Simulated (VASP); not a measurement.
# Cl (Cmce) in VASP: further runs

Cl is run at these levels: PBEsol, LDA; tasks: single point.

Everything below comes from runs of VASP 6.6.1. Logs are shortened: lines on timing, memory, paths and dates and some standing lists are left out, and cuts for length are marked.

### 1 The cell of the first run

The structure is orthorhombic, space group Cmce (No. 64). The conventional cell has a = 6.162 Å, b = 4.408 Å, c = 8.042 Å, α = 90.00°, β = 90.00°, γ = 90.00°. Within 2.6 Å of Cl (site symmetry m) lie 1 Cl at 1.98 Å.

### 2 Single point, PBEsol (27.31 Å³/atom)

File INCAR:

```
PREC = Accurate ; ENCUT = 520
EDIFF = 1E-7 ; ISMEAR = -1
SIGMA = 0.05 ; LREAL = False
LASPH = True ; NELM = 60
ALGO = Normal ; ISIF = 2
LWAVE = False ; LCHARG = False
GGA = PS ; NBANDS = 22
```

File KPOINTS:

```
regular mesh
0
Gamma
  7 7 4
```

File POSCAR:

```
Cl
1.0
    3.0807983119     -2.2040687446      0.0000000000
    3.0807983119      2.2040687446      0.0000000000
    0.0000000000      0.0000000000      8.0424019526
Cl
4
Direct
    0.3700000000      0.6300000000      0.4000000000
    0.1300000000      0.8700000000      0.9000000000
    0.6300000000      0.3700000000      0.6000000000
    0.8700000000      0.1300000000      0.1000000000
```

Potentials or basis: VASP PAW PBE potentials, release 64 (Cl).

Run with:

```
$ cat potpaw_PBE.64/Cl/POTCAR > POTCAR
$ mpirun -np 1 vasp_std > vasp.out
```

OUTCAR:

```text
PREC = Accurate
   ENCUT = 520
   EDIFF = 1E-7
   ISMEAR = -1
   LREAL = False
   LASPH = True
   NELM = 60
   ISIF = 2
   GGA = PS

 ion  position               nearest neighbor table
   1  0.370  0.630  0.400-   3 1.98
   2  0.130  0.870  0.900-   4 1.98
   3  0.630  0.370  0.600-   1 1.98
   4  0.870  0.130  0.100-   2 1.98

  LATTYP: Found a base centered orthorhombic cell.
 ALAT       =     4.4081374892
 B/A-ratio  =     1.3977777778
 C/A-ratio  =     1.8244444445

  Lattice vectors:

 A1 = (  -3.0807983119,  -2.2040687446,   0.0000000000)
 A2 = (   3.0807983119,  -2.2040687446,   0.0000000000)
 A3 = (   0.0000000000,   0.0000000000,   8.0424019526)

Analysis of symmetry for initial positions (statically):
=====================================================================
 Subroutine PRICEL returns:
 Original cell was already a primitive cell.

 Routine SETGRP: Setting up the symmetry group for a
 base centered orthorhombic supercell.

 Subroutine GETGRP returns: Found  8 space group operations
 (whereof  4 operations were pure point group operations)
 out of a pool of  8 trial point group operations.

The static configuration has the point symmetry C_2h.
 The point group associated with its full space group is D_2h.

Analysis of symmetry for dynamics (positions and initial velocities):
=====================================================================
 Subroutine PRICEL returns:
 Original cell was already a primitive cell.

 Routine SETGRP: Setting up the symmetry group for a
 base centered orthorhombic supercell.

 Subroutine GETGRP returns: Found  8 space group operations
 (whereof  4 operations were pure point group operations)
 out of a pool of  8 trial point group operations.

The dynamic configuration has the point symmetry C_2h.
 The point group associated with its full space group is D_2h.

 Subroutine INISYM returns: Found  8 space group operations
 (whereof  4 operations are pure point group operations),
 and found     1 'primitive' translations

----------------------------------------------------------------------------------------

                                     Primitive cell

  volume of cell :     109.2205

  direct lattice vectors                    reciprocal lattice vectors
     3.080798312 -2.204068745  0.000000000     0.162295597 -0.226853178  0.000000000
     3.080798312  2.204068745  0.000000000     0.162295597  0.226853178  0.000000000
     0.000000000  0.000000000  8.042401953     0.000000000  0.000000000  0.124340963

  length of vectors
     3.788038710  3.788038710  8.042401953     0.278930502  0.278930502  0.124340963

  position of ions in fractional coordinates (direct lattice)
     0.370000000  0.630000000  0.400000000
     0.130000000  0.870000000  0.900000000
     0.630000000  0.370000000  0.600000000
     0.870000000  0.130000000  0.100000000

  ion indices of the primitive-cell ions
   primitive index   ion index
                 1           1
                 2           2
                 3           3
                 4           4

----------------------------------------------------------------------------------------

 KPOINTS: regular mesh

Automatic generation of k-mesh.
 Grid dimensions read from file:
 generate k-points for:    7    7    4

 Generating k-lattice:

  Cartesian coordinates                     Fractional coordinates (reciprocal lattice)
     0.023185085 -0.032407597  0.000000000     0.142857143  0.000000000  0.000000000
     0.023185085  0.032407597  0.000000000     0.000000000  0.142857143  0.000000000
     0.000000000  0.000000000  0.031085241     0.000000000  0.000000000  0.250000000

  Length of vectors
     0.039847215  0.039847215  0.031085241

  Shift w.r.t. Gamma in fractional coordinates (k-lattice)
     0.000000000  0.000000000  0.000000000

 Subroutine IBZKPT returns following result:
 ===========================================

 Found     48 irreducible k-points:

 Following reciprocal coordinates:
            Coordinates               Weight
  0.000000  0.000000  0.000000      1.000000
  0.142857 -0.000000  0.000000      4.000000
  0.285714 -0.000000  0.000000      4.000000
  0.428571 -0.000000  0.000000      4.000000
  0.142857  0.142857  0.000000      2.000000
  0.285714  0.142857  0.000000      4.000000
[... 16 lines left out ...]
  0.428571  0.142857  0.250000      8.000000
 -0.428571  0.142857  0.250000      8.000000
 [... further k-points ...]
   k-points           NKPTS =     48   k-points in BZ     NKDIM =     48   number of bands    NBANDS=     22
   number of dos      NEDOS =    301   number of ions     NIONS =      4
   total plane-waves  NPLWV =  47040
   dimension x,y,z NGX =    28 NGY =   28 NGZ =   60
   dimension x,y,z NGXF=    56 NGYF=   56 NGZF=  120
   ions per type =               4
   NGX,Y,Z   is equivalent  to a cutoff of  12.29, 12.29, 12.40 a.u.
   NGXF,Y,Z  is equivalent  to a cutoff of  24.58, 24.58, 24.81 a.u.
 SYSTEM =  unknown system
   PREC   = accura    normal or accurate (medium, high low for compatibility)
   ISTART =      0    job   : 0-new  1-cont  2-samecut
   ICHARG =      2    charge: 1-file 2-atom 10-const
   ISPIN  =      1    spin polarized calculation?
   LNONCOLLINEAR =      F non collinear calculations
   LSORBIT =      F    spin-orbit coupling
   LASPH  =      T    aspherical Exc in radial PAW
   ENCUT  =  520.0 eV  38.22 Ry    6.18 a.u.   7.04  7.04 14.95*2*pi/ulx,y,z
   NELM   =     60;   NELMIN=  2; NELMDL= -5     # of ELM steps
   EDIFF  = 0.1E-06   stopping-criterion for ELM
   LREAL  =      F    real-space projection
   EDIFFG = 0.1E-05   stopping-criterion for IOM
   NSW    =      0    number of steps for IOM
   IBRION =     -1    ionic relax: 0-MD 1-quasi-New 2-CG
   NFREE  =      0    steps in history (QN), initial steepest desc. (CG)
   ISIF   =      2    stress and relaxation
   ISYM   =      2    0-nonsym 1-usesym 2-fastsym
   POTIM  = 0.5000    time-step for ionic-motion
   TEBEG  =    0.0;   TEEND  =   0.0 temperature during run
   PSTRESS=    0.0 pullay stress
   NELECT =      28.0000    total number of electrons
   NUPDOWN=      -1.0000    fix difference up-down
   EMIN   =  10.00;   EMAX   =-10.00  energy-range for DOS
   EFERMI =   0.00;   METHOD = LEGACY
   ISMEAR =    -1;   SIGMA  =   0.05  broadening in eV -4-tet -1-fermi 0-gaus
   EFERMI_NEDOS =   21; number of points for ismear=-14 and -15
   IALGO  =     38    algorithm
   IMIX   =      4    mixing-type and parameters
     AMIX     =   0.40;   BMIX     =  1.00
     AMIX_MAG =   1.60;   BMIX_MAG =  1.00
  volume/ion in A,a.u.               =      27.31       184.26
  Fermi-wavevector in a.u.,A,eV,Ry     =   1.039983  1.965282 14.715572  1.081564
  Thomas-Fermi vector in A             =   2.174538
   LORBIT       =      0    0 simple, 1 ext, 2 COOP (PROOUT), +10 PAW based schemes
   GGA     = PS    functional components
   LHFCALC =     F    Hartree Fock is set to
   AEXX    =    0.0000 exact exchange contribution
   IVDW    =     0    specifies the selected vdW correction
   LEPSILON=     F    determine dielectric tensor
   LRPA    =     F    only Hartree local field effects (RPA)
 non-spin polarized calculation
  energy-cutoff  :      520.00
  volume of cell :      109.22
 maximum number of plane-waves:      2974
   NGX = 15   NGY = 15   NGZ = 29

 number of electron      27.9999995 magnetization

 Free energy of the ion-electron system (eV)
  ---------------------------------------------------
  ext. energy  EPLUGINS =         0.00000000
  ---------------------------------------------------
  free energy    TOTEN  =        -7.97894009 eV

  energy without entropy =       -7.97894009  energy(sigma->0) =       -7.97894009

 E-fermi :   1.0241     XC(G=0):  -8.2020

 val. band max:       -0.1063751524   @ k =  -0.4286   0.4286   0.0000
 cond. band min:       2.6011899539   @ k =   0.1429  -0.0000   0.0000
 fundamental gap:      2.7075651063
 Fermi energy:         1.0240801576

 k-point     1 :       0.0000    0.0000    0.0000
  band No.  band energies     occupation
      1     -17.1286      2.00000
      2     -16.8992      2.00000
      3     -12.7675      2.00000
      4     -12.1048      2.00000
      5      -5.7317      2.00000
      6      -4.7767      2.00000
[... 14 lines left out ...]
     21      10.0249      0.00000
     22      10.2053      0.00000

 k-point     2 :       0.1429   -0.0000    0.0000
  band No.  band energies     occupation
      1     -17.0872      2.00000
      2     -16.8783      2.00000
      3     -12.7379      2.00000
      4     -12.1456      2.00000
      5      -5.7289      2.00000
      6      -4.8250      2.00000
[... 14 lines left out ...]
     21       9.7605      0.00000
     22      10.3297      0.00000

 k-point     3 :       0.2857   -0.0000    0.0000
  band No.  band energies     occupation
      1     -16.9848      2.00000
      2     -16.8368      2.00000
      3     -12.6578      2.00000
      4     -12.2562      2.00000
      5      -5.6986      2.00000
      6      -4.9947      2.00000
[... 14 lines left out ...]
     21      10.0467      0.00000
     22      10.9367      0.00000
[... 476 lines left out ...]
 k-point    23 :       0.4286    0.1429    0.2500
  band No.  band energies     occupation
      1     -16.8886      2.00000
      2     -16.8067      2.00000
      3     -12.5427      2.00000
      4     -12.3321      2.00000
      5      -5.5245      2.00000
      6      -5.1579      2.00000
[... 14 lines left out ...]
     21      10.2011      0.00000
     22      10.3870      0.00000

 k-point    24 :      -0.4286    0.1429    0.2500
  band No.  band energies     occupation
      1     -16.8351      2.00000
      2     -16.8216      2.00000
      3     -12.4786      2.00000
      4     -12.4509      2.00000
      5      -5.3811      2.00000
      6      -5.3493      2.00000
[... 14 lines left out ...]
     21      10.3603      0.00000
     22      10.5804      0.00000

 [... further k-points ...]

------------------------ aborting loop because EDIFF is reached ----------------------------------------

  FORCE on cell =-STRESS in cart. coord.  units (eV):
  Direction    XX          YY          ZZ          XY          YZ          ZX
  --------------------------------------------------------------------------------------
  -------------------------------------------------------------------------------------
  Total        0.2619313      0.2124351      0.6848520      0.0000000      0.0000000      0.0000000
  in kB        3.8423220      3.1162529     10.0462308      0.0000000      0.0000000      0.0000000
  external PRESSURE =       5.6682686 kB  Pullay stress =       0.0000000 kB

 VOLUME and BASIS-vectors are now :
 -----------------------------------------------------------------------------
  energy-cutoff  :      520.00
  volume of cell :      109.22
      direct lattice vectors                 reciprocal lattice vectors
     3.080798312 -2.204068745  0.000000000     0.162295597 -0.226853178  0.000000000
     3.080798312  2.204068745  0.000000000     0.162295597  0.226853178  0.000000000
     0.000000000  0.000000000  8.042401953     0.000000000  0.000000000  0.124340963

 POSITION                                       TOTAL-FORCE (eV/Angst)
 -----------------------------------------------------------------------------------
      3.08080      0.57306      3.21696         0.000000      0.192838     -0.431315
      3.08080      1.63101      7.23816         0.000000     -0.192838     -0.431315
      3.08080     -0.57306      4.82544         0.000000     -0.192838      0.431315
      3.08080     -1.63101      0.80424         0.000000      0.192838      0.431315
 -----------------------------------------------------------------------------------
    total drift:                               -0.000000      0.000000      0.000000

  FREE ENERGIE OF THE ION-ELECTRON SYSTEM (eV)
  ---------------------------------------------------
  free  energy   TOTEN  =        -7.9789400908 eV

  energy  without entropy=       -7.9789400907  energy(sigma->0) =       -7.97894009
```

Run time: 2.5 min. Hardware: 1 thread of Intel Xeon 8259CL, shared host; peak memory 0.24 GiB.

What came out:

| Property | Result |
| --- | --- |
| Free energy | -7.9789 eV |
| Pressure | 0.6 GPa |
| Largest force | 0.472 eV/Å |
| Band gap on the k mesh | 2.71 eV (least direct gap 2.77 eV) |

Forces on the atoms (eV/Å):
```
Cl   0.000  0.193 -0.431
Cl   0.000 -0.193 -0.431
Cl   0.000 -0.193  0.431
Cl   0.000  0.193  0.431
```

Stress tensor (GPa, compression positive):
```
0.38 0.00 0.00
0.00 0.31 0.00
0.00 0.00 1.00
```

Levels at points of the mesh, in eV from the valence-band top:
| k point | band 10 | band 11 | band 12 | band 13 | band 14 | band 15 | band 16 | band 17 | band 18 | band 19 |
| --- | --- | --- | --- | --- | --- | --- | --- | --- | --- | --- |
| (0.00, 0.00, 0.00) | -2.33 | -0.80 | -0.46 | -0.17 | -0.06 | 2.72 | 3.32 | 6.79 | 7.31 | 8.56 |
| (0.00, 0.00, 0.50) | -2.33 | -0.74 | -0.74 | -0.11 | -0.11 | 2.90 | 2.90 | 7.36 | 7.36 | 9.54 |

Caveat: this functional lacks dispersion, which holds the molecules together, so the pressure and a relaxed volume are unreliable; the PAW data sets were made with another functional, which shifts forces and pressure a little; an odd mesh through Γ misses points on the zone boundary, where band edges can lie.

[end of part 1 of 2]
